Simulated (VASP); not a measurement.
# TiS2 (P-3m1) in VASP: a series of runs

The runs below take TiS2 through single point, with r2SCAN.

All numbers are computed with VASP 6.6.1; they aren't measurements. Logs are shortened: lines on timing, memory, paths and dates and some standing lists are left out, and cuts for length are marked.

## 1. The cell of the first run

Symmetry: P-3m1, No. 164, trigonal system. The conventional cell has a = 3.376 Å, b = 3.376 Å, c = 5.769 Å, α = 90.00°, β = 90.00°, γ = 120.00°. Ti (site symmetry -3m) has 6 S at 2.41 Å within 3.2 Å. Within 3.2 Å of S (site symmetry 3m) lie 3 Ti at 2.41 Å.

## 2. Single point, r2SCAN (epitaxial xy strain -1.0%)

POSCAR reads:

```
TiS2
1.0
    3.3764955207      0.0000000000      0.0000000000
   -1.6882477604      2.9241308967      0.0000000000
    0.0000000000      0.0000000000      5.7690362124
Ti S
1 2
Direct
    0.0000000000      0.0000000000      0.0000000000
    0.3333333333      0.6666666667      0.2460178199
    0.6666666667      0.3333333333      0.7539821801
```

INCAR.step1 reads:

```
SYSTEM = TiS2
  PREC = Accurate
  ENCUT = 550
  ISMEAR = -1
  SIGMA = 0.02
  LREAL = .FALSE.
  LASPH = .TRUE.
  NELM = 120
  NBANDS = 19
  GGA = PE
  ALGO = Normal
  EDIFF = 1E-5
  LWAVE = .TRUE.
  LCHARG = .FALSE.
  GGA_COMPAT = .FALSE.
```

INCAR.step2 reads:

```
SYSTEM = TiS2
  PREC = Accurate
  ENCUT = 550
  EDIFF = 1E-6
  ISMEAR = -1
  SIGMA = 0.02
  LREAL = .FALSE.
  LASPH = .TRUE.
  NELM = 120
  ALGO = Normal
  ISIF = 2
  LWAVE = .FALSE.
  LCHARG = .FALSE.
  METAGGA = R2SCAN
  LMIXTAU = .TRUE.
  NBANDS = 19
  ISTART = 1
  GGA_COMPAT = .FALSE.
```

KPOINTS reads:

```
regular mesh
0
G
  12 12 4
  0 0 0
```

Potentials or basis: VASP PAW PBE potentials, release 64 (Ti_sv, S).

On the command line:

```bash
> cat potpaw_PBE.64/Ti_sv/POTCAR potpaw_PBE.64/S/POTCAR > POTCAR
> cp INCAR.step1 INCAR
> mpirun -np 1 vasp_std > vasp.out
> cp INCAR.step2 INCAR
> mpirun -np 1 vasp_std > vasp.out
```

OUTCAR:

```text
SYSTEM = TiS2
   PREC = Accurate
   ENCUT = 550
   EDIFF = 1E-6
   ISMEAR = -1
   LREAL = .FALSE.
   LASPH = .TRUE.
   NELM = 120
   ISIF = 2
   METAGGA = R2SCAN
   ISTART = 1

 ion  position               nearest neighbor table
   1  0.000  0.000  0.000-   2 2.41   3 2.41   3 2.41   2 2.41   3 2.41   2 2.41
   2  0.333  0.667  0.246-   1 2.41   1 2.41   1 2.41
   3  0.667  0.333  0.754-   1 2.41   1 2.41   1 2.41

  LATTYP: Found a hexagonal cell.
 ALAT       =     3.3764955207
 C/A-ratio  =     1.7085869586

  Lattice vectors:

 A1 = (   3.3764955207,   0.0000000000,   0.0000000000)
 A2 = (  -1.6882477604,   2.9241308967,   0.0000000000)
 A3 = (   0.0000000000,   0.0000000000,   5.7690362124)

Analysis of symmetry for initial positions (statically):
=====================================================================
 Subroutine PRICEL returns:
 Original cell was already a primitive cell.

 Routine SETGRP: Setting up the symmetry group for a
 hexagonal supercell.

 Subroutine GETGRP returns: Found 12 space group operations
 (whereof 12 operations were pure point group operations)
 out of a pool of 24 trial point group operations.

The static configuration has the point symmetry D_3d.

Analysis of symmetry for dynamics (positions and initial velocities):
=====================================================================
 Subroutine PRICEL returns:
 Original cell was already a primitive cell.

 Routine SETGRP: Setting up the symmetry group for a
 hexagonal supercell.

 Subroutine GETGRP returns: Found 12 space group operations
 (whereof 12 operations were pure point group operations)
 out of a pool of 24 trial point group operations.

The dynamic configuration has the point symmetry D_3d.

 Subroutine INISYM returns: Found 12 space group operations
 (whereof 12 operations are pure point group operations),
 and found     1 'primitive' translations

----------------------------------------------------------------------------------------

                                     Primitive cell

  volume of cell :      56.9595

  direct lattice vectors                    reciprocal lattice vectors
[... 82 lines left out ...]
   ICHARG =      0    charge: 1-file 2-atom 10-const
   ISPIN  =      1    spin polarized calculation?
   LNONCOLLINEAR =      F non collinear calculations
   LSORBIT =      F    spin-orbit coupling
   LASPH  =      T    aspherical Exc in radial PAW
   ENCUT  =  550.0 eV  40.42 Ry    6.36 a.u.   6.46  6.46 11.03*2*pi/ulx,y,z
   NELM   =    120;   NELMIN=  2; NELMDL=  0     # of ELM steps
   EDIFF  = 0.1E-05   stopping-criterion for ELM
   LREAL  =      F    real-space projection
   EDIFFG = 0.1E-04   stopping-criterion for IOM
   NSW    =      0    number of steps for IOM
   IBRION =     -1    ionic relax: 0-MD 1-quasi-New 2-CG
   NFREE  =      0    steps in history (QN), initial steepest desc. (CG)
   ISIF   =      2    stress and relaxation
   ISYM   =      2    0-nonsym 1-usesym 2-fastsym
   POTIM  = 0.5000    time-step for ionic-motion
   TEBEG  =    0.0;   TEEND  =   0.0 temperature during run
   PSTRESS=    0.0 pullay stress
   NELECT =      24.0000    total number of electrons
   NUPDOWN=      -1.0000    fix difference up-down
   EMIN   =  10.00;   EMAX   =-10.00  energy-range for DOS
   EFERMI =   0.00;   METHOD = LEGACY
   ISMEAR =    -1;   SIGMA  =   0.02  broadening in eV -4-tet -1-fermi 0-gaus
   EFERMI_NEDOS =   21; number of points for ismear=-14 and -15
   IALGO  =     38    algorithm
   IMIX   =      4    mixing-type and parameters
     AMIX     =   0.40;   BMIX     =  1.00
     AMIX_MAG =   1.60;   BMIX_MAG =  1.00
  volume/ion in A,a.u.               =      18.99       128.13
  Fermi-wavevector in a.u.,A,eV,Ry     =   1.227316  2.319291 20.494527  1.506305
  Thomas-Fermi vector in A             =   2.362284
   LORBIT       =      0    0 simple, 1 ext, 2 COOP (PROOUT), +10 PAW based schemes
   METAGGA = R2SCAN    functional components
   LHFCALC =     F    Hartree Fock is set to
   AEXX    =    0.0000 exact exchange contribution
   IVDW    =     0    specifies the selected vdW correction
   LEPSILON=     F    determine dielectric tensor
   LRPA    =     F    only Hartree local field effects (RPA)
 non-spin polarized calculation
  energy-cutoff  :      550.00
  volume of cell :       56.96
 maximum number of plane-waves:      1688
 NGX is ok and might be reduce to    28
   NGX = 13   NGY = 13   NGZ = 23

 number of electron      24.0000001 magnetization

 Free energy of the ion-electron system (eV)
  ---------------------------------------------------
  ext. energy  EPLUGINS =         0.00000000
  ---------------------------------------------------
  free energy    TOTEN  =       -33.46574983 eV

  energy without entropy =      -33.46550581  energy(sigma->0) =      -33.46562782

 E-fermi :   5.4521     XC(G=0): -10.6688

 val. band max:        5.4422686205   @ k =   0.0000   0.0000   0.0000
 cond. band min:       5.4726859835   @ k =   0.5000   0.0000   0.5000
 fundamental gap:      0.0304173629
 Fermi energy:         5.4520869834

 k-point     1 :       0.0000    0.0000    0.0000
  band No.  band energies     occupation
      1     -54.6523      2.00000
      2     -29.8366      2.00000
      3     -29.7849      2.00000
      4     -29.7849      2.00000
      5      -9.1035      2.00000
      6      -7.3914      2.00000
[... 505 lines left out ...]
      6      -7.5103      2.00000
[... 11 lines left out ...]
     18      13.3806      0.00000
     19      14.7016      0.00000

 [... further k-points ...]

------------------------ aborting loop because EDIFF is reached ----------------------------------------

  FORCE on cell =-STRESS in cart. coord.  units (eV):
  Direction    XX          YY          ZZ          XY          YZ          ZX
  --------------------------------------------------------------------------------------
  -------------------------------------------------------------------------------------
  Total        1.0623364      1.0623364      0.3788814     -0.0000000      0.0000000      0.0000000
  in kB       29.8817741     29.8817741     10.6573090     -0.0000000      0.0000000      0.0000000
  external PRESSURE =      23.4736191 kB  Pullay stress =       0.0000000 kB

 VOLUME and BASIS-vectors are now :
 -----------------------------------------------------------------------------
  energy-cutoff  :      550.00
  volume of cell :       56.96
      direct lattice vectors                 reciprocal lattice vectors
     3.376495521  0.000000000  0.000000000     0.296165060  0.170990977  0.000000000
    -1.688247760  2.924130897  0.000000000     0.000000000  0.341981955  0.000000000
     0.000000000  0.000000000  5.769036212     0.000000000  0.000000000  0.173339179

 POSITION                                       TOTAL-FORCE (eV/Angst)
 -----------------------------------------------------------------------------------
      0.00000      0.00000      0.00000        -0.000000      0.000000      0.000000
     -0.00000      1.94942      1.41929         0.000000     -0.000000     -0.031990
      1.68825      0.97471      4.34975        -0.000000      0.000000      0.031990
 -----------------------------------------------------------------------------------
    total drift:                               -0.000000     -0.000000      0.000000

  FREE ENERGIE OF THE ION-ELECTRON SYSTEM (eV)
  ---------------------------------------------------
  free  energy   TOTEN  =       -33.4657498268 eV

  energy  without entropy=      -33.4655058138  energy(sigma->0) =      -33.46562782
```

OUTCAR.step1:

```text
SYSTEM = TiS2
   PREC = Accurate
   ENCUT = 550
   ISMEAR = -1
   LREAL = .FALSE.
   LASPH = .TRUE.
   NELM = 120
[... 752 lines left out ...]
      0.00000      0.00000      0.00000         0.000000      0.000000      0.000000
     -0.00000      1.94942      1.41929         0.000000      0.000000      0.124678
      1.68825      0.97471      4.34975        -0.000000      0.000000     -0.124678
 -----------------------------------------------------------------------------------
    total drift:                               -0.000000     -0.000000      0.000000

  FREE ENERGIE OF THE ION-ELECTRON SYSTEM (eV)
  ---------------------------------------------------
  free  energy   TOTEN  =       -19.9278406104 eV

  energy  without entropy=      -19.9272587890  energy(sigma->0) =      -19.92754970
```

OSZICAR.step1:

```text
N       E                     dE             d eps       ncg     rms          rms(c)
DAV:   1     0.216877421829E+03    0.21688E+03   -0.12005E+04  2622   0.132E+03
DAV:   2    -0.129932457602E+01   -0.21818E+03   -0.21141E+03  2720   0.347E+02
DAV:   3    -0.227711692684E+02   -0.21472E+02   -0.20761E+02  3755   0.102E+02
DAV:   4    -0.235978241938E+02   -0.82665E+00   -0.82412E+00  3512   0.190E+01
DAV:   5    -0.236254907810E+02   -0.27667E-01   -0.27649E-01  3698   0.323E+00    0.148E+01
DAV:   6    -0.209664495672E+02    0.26590E+01   -0.28006E+01  2947   0.442E+01    0.106E+01
DAV:   7    -0.201952491904E+02    0.77120E+00   -0.15462E+01  3143   0.286E+01    0.613E+00
DAV:   8    -0.199901855705E+02    0.20506E+00   -0.29127E+00  3019   0.136E+01    0.277E+00
DAV:   9    -0.199268972969E+02    0.63288E-01   -0.49490E-01  3205   0.547E+00    0.680E-01
DAV:  10    -0.199281600838E+02   -0.12628E-02   -0.18743E-02  3058   0.106E+00    0.358E-01
DAV:  11    -0.199291469667E+02   -0.98688E-03   -0.34272E-03  3561   0.370E-01    0.337E-01
DAV:  12    -0.199278734625E+02    0.12735E-02   -0.38402E-03  3509   0.438E-01    0.112E-01
DAV:  13    -0.199278708195E+02    0.26430E-05   -0.20701E-04  3033   0.104E-01    0.484E-02
DAV:  14    -0.199278406020E+02    0.30218E-04   -0.12576E-04  3555   0.709E-02    0.141E-02
DAV:  15    -0.199278406104E+02   -0.83764E-08   -0.33687E-06  1788   0.155E-02
   1 F= -.19927841E+02 E0= -.19927550E+02  d E =-.581821E-03
```

It took 2.2 min on 1 thread of Intel Xeon 6975P-C (Granite Rapids), shared host; peak memory 0.24 GiB.

What came out:

```
Free energy            : -33.4657 eV
Pressure               : 2.3 GPa
Largest force          : 0.032 eV/Å
Band gap on the k mesh : 0.03 eV (least direct gap 0.60 eV)
```

Forces on the atoms (eV/Å):
```
Ti   0.000  0.000  0.000
S    0.000  0.000 -0.032
S    0.000  0.000  0.032
```

Caveat: the cell differs from its parent crystal (epitaxial xy strain -1.0%); semilocal functionals underestimate gaps, and a narrow one can read as zero; the PAW data sets were made with another functional, which shifts forces and pressure a little.

## 3. Single point, r2SCAN (epitaxial xy strain -0.5%)

POSCAR reads:

```
TiS2
1.0
    3.3935485284      0.0000000000      0.0000000000
   -1.6967742642      2.9388992345      0.0000000000
    0.0000000000      0.0000000000      5.7616750881
Ti S
1 2
Direct
    0.0000000000      0.0000000000      0.0000000000
    0.3333333333      0.6666666667      0.2451563023
    0.6666666667      0.3333333333      0.7548436977
```

INCAR.step1 reads:

```
PREC = Accurate ; ENCUT = 550
ISMEAR = -1 ; SIGMA = 0.02
LREAL = F ; LASPH = T
NELM = 120 ; NBANDS = 19
GGA = PE ; ALGO = Normal
EDIFF = 1E-5 ; LWAVE = T
LCHARG = F ; GGA_COMPAT = F
```

INCAR.step2 reads:

```
PREC = Accurate ; ENCUT = 550
EDIFF = 1E-6 ; ISMEAR = -1
SIGMA = 0.02 ; LREAL = F
LASPH = T ; NELM = 120
ALGO = Normal ; ISIF = 2
LWAVE = F ; LCHARG = F
METAGGA = R2SCAN ; LMIXTAU = T
NBANDS = 19 ; ISTART = 1
GGA_COMPAT = F
```

KPOINTS reads:

```
Automatic mesh
0
Gamma
  12 12 4
```

Potentials or basis: VASP PAW PBE potentials, release 64 (Ti_sv, S).

On the command line:

```bash
> cat potpaw_PBE.64/Ti_sv/POTCAR potpaw_PBE.64/S/POTCAR > POTCAR
> cp INCAR.step1 INCAR
> mpirun -np 1 vasp_std > vasp.out
> cp INCAR.step2 INCAR
> mpirun -np 1 vasp_std > vasp.out
```

OUTCAR:

```text
PREC = Accurate
   ENCUT = 550
   EDIFF = 1E-6
   ISMEAR = -1
   LREAL = F
   LASPH = T
   NELM = 120
   ISIF = 2
   METAGGA = R2SCAN
   ISTART = 1

 ion  position               nearest neighbor table
   1  0.000  0.000  0.000-   2 2.42   3 2.42   2 2.42   3 2.42   3 2.42   2 2.42
   2  0.333  0.667  0.245-   1 2.42   1 2.42   1 2.42
   3  0.667  0.333  0.755-   1 2.42   1 2.42   1 2.42

  LATTYP: Found a hexagonal cell.
 ALAT       =     3.3935485284
 C/A-ratio  =     1.6978319420

  Lattice vectors:

 A1 = (   3.3935485284,   0.0000000000,   0.0000000000)
 A2 = (  -1.6967742642,   2.9388992345,   0.0000000000)
 A3 = (   0.0000000000,   0.0000000000,   5.7616750881)

Analysis of symmetry for initial positions (statically):
=====================================================================
 Subroutine PRICEL returns:
 Original cell was already a primitive cell.

 Routine SETGRP: Setting up the symmetry group for a
 hexagonal supercell.

 Subroutine GETGRP returns: Found 12 space group operations
 (whereof 12 operations were pure point group operations)
 out of a pool of 24 trial point group operations.

The static configuration has the point symmetry D_3d.

Analysis of symmetry for dynamics (positions and initial velocities):
=====================================================================
 Subroutine PRICEL returns:
 Original cell was already a primitive cell.

 Routine SETGRP: Setting up the symmetry group for a
 hexagonal supercell.

 Subroutine GETGRP returns: Found 12 space group operations
 (whereof 12 operations were pure point group operations)
 out of a pool of 24 trial point group operations.

The dynamic configuration has the point symmetry D_3d.

 Subroutine INISYM returns: Found 12 space group operations
 (whereof 12 operations are pure point group operations),
 and found     1 'primitive' translations

----------------------------------------------------------------------------------------
[... 113 lines left out ...]
   IMIX   =      4    mixing-type and parameters
     AMIX     =   0.40;   BMIX     =  1.00
     AMIX_MAG =   1.60;   BMIX_MAG =  1.00
  volume/ion in A,a.u.               =      19.15       129.26
  Fermi-wavevector in a.u.,A,eV,Ry     =   1.223722  2.312499 20.374661  1.497495
  Thomas-Fermi vector in A             =   2.358823
   LORBIT       =      0    0 simple, 1 ext, 2 COOP (PROOUT), +10 PAW based schemes
   METAGGA = R2SCAN    functional components
   LHFCALC =     F    Hartree Fock is set to
   AEXX    =    0.0000 exact exchange contribution
   IVDW    =     0    specifies the selected vdW correction
   LEPSILON=     F    determine dielectric tensor
   LRPA    =     F    only Hartree local field effects (RPA)
 non-spin polarized calculation
  energy-cutoff  :      550.00
  volume of cell :       57.46
 maximum number of plane-waves:      1702
 NGX is ok and might be reduce to    28
   NGX = 13   NGY = 13   NGZ = 23

 number of electron      24.0000002 magnetization

 Free energy of the ion-electron system (eV)
  ---------------------------------------------------
  ext. energy  EPLUGINS =         0.00000000
  ---------------------------------------------------
  free energy    TOTEN  =       -33.47474399 eV

  energy without entropy =      -33.47463976  energy(sigma->0) =      -33.47469187

 E-fermi :   5.3507     XC(G=0): -10.6212

 val. band max:        5.3063662826   @ k =   0.0000   0.0000   0.0000
 cond. band min:       5.4034279513   @ k =   0.5000   0.0000   0.5000
 fundamental gap:      0.0970616687
 Fermi energy:         5.3507031398

 k-point     1 :       0.0000    0.0000    0.0000
  band No.  band energies     occupation
      1     -54.7805      2.00000
      2     -29.9621      2.00000
      3     -29.9127      2.00000
      4     -29.9127      2.00000
      5      -9.1581      2.00000
      6      -7.4447      2.00000
[... 505 lines left out ...]
      6      -7.5675      2.00000
[... 11 lines left out ...]
     18      13.2260      0.00000
     19      14.5536      0.00000

 [... further k-points ...]

------------------------ aborting loop because EDIFF is reached ----------------------------------------

  FORCE on cell =-STRESS in cart. coord.  units (eV):
  Direction    XX          YY          ZZ          XY          YZ          ZX
  --------------------------------------------------------------------------------------
  -------------------------------------------------------------------------------------
  Total        0.7252983      0.7252983      0.3657814     -0.0000000     -0.0000000      0.0000000
  in kB       20.2227273     20.2227272     10.1986978     -0.0000000     -0.0000000      0.0000000
  external PRESSURE =      16.8813841 kB  Pullay stress =       0.0000000 kB

 VOLUME and BASIS-vectors are now :
 -----------------------------------------------------------------------------
  energy-cutoff  :      550.00
  volume of cell :       57.46
      direct lattice vectors                 reciprocal lattice vectors
     3.393548528  0.000000000  0.000000000     0.294676794  0.170131726  0.000000000
    -1.696774264  2.938899235  0.000000000     0.000000000  0.340263452  0.000000000
     0.000000000  0.000000000  5.761675088     0.000000000  0.000000000  0.173560637

 POSITION                                       TOTAL-FORCE (eV/Angst)
 -----------------------------------------------------------------------------------
      0.00000      0.00000      0.00000         0.000000      0.000000      0.000000
     -0.00000      1.95927      1.41251         0.000000     -0.000000     -0.030529
      1.69677      0.97963      4.34916        -0.000000      0.000000      0.030529
 -----------------------------------------------------------------------------------
    total drift:                               -0.000000      0.000000      0.000000

  FREE ENERGIE OF THE ION-ELECTRON SYSTEM (eV)
  ---------------------------------------------------
  free  energy   TOTEN  =       -33.4747439885 eV

  energy  without entropy=      -33.4746397601  energy(sigma->0) =      -33.47469187
```

OUTCAR.step1:

```text
PREC = Accurate
   ENCUT = 550
   ISMEAR = -1
   LREAL = F
   LASPH = T
[... 753 lines left out ...]
      0.00000      0.00000      0.00000         0.000000      0.000000      0.000000
     -0.00000      1.95927      1.41251         0.000000     -0.000000      0.118144
      1.69677      0.97963      4.34916        -0.000000      0.000000     -0.118144
 -----------------------------------------------------------------------------------
    total drift:                               -0.000000      0.000000      0.000000

  FREE ENERGIE OF THE ION-ELECTRON SYSTEM (eV)
  ---------------------------------------------------
  free  energy   TOTEN  =       -19.9333730659 eV

  energy  without entropy=      -19.9328305471  energy(sigma->0) =      -19.93310181
```

It took 2.4 min on 1 thread of Intel Xeon 6975P-C (Granite Rapids), shared host; peak memory 0.23 GiB.

What came out:

```
Free energy            : -33.4747 eV
Pressure               : 1.7 GPa
Largest force          : 0.031 eV/Å
Band gap on the k mesh : 0.10 eV (least direct gap 0.62 eV)
```

Forces in eV/Å, atoms in the order of the input:
```
Ti   0.000  0.000  0.000
S    0.000  0.000 -0.031
S    0.000  0.000  0.031
```

Stress tensor (GPa, compression positive):
```
2.02 0.00 0.00
0.00 2.02 0.00
0.00 0.00 1.02
```

Caveat: the cell differs from its parent crystal (epitaxial xy strain -0.5%); semilocal functionals underestimate gaps, and a narrow one can read as zero; the PAW data sets were made with another functional, which shifts forces and pressure a little. A k mesh can miss the band edges.

(Continued in part 2 of 2.)
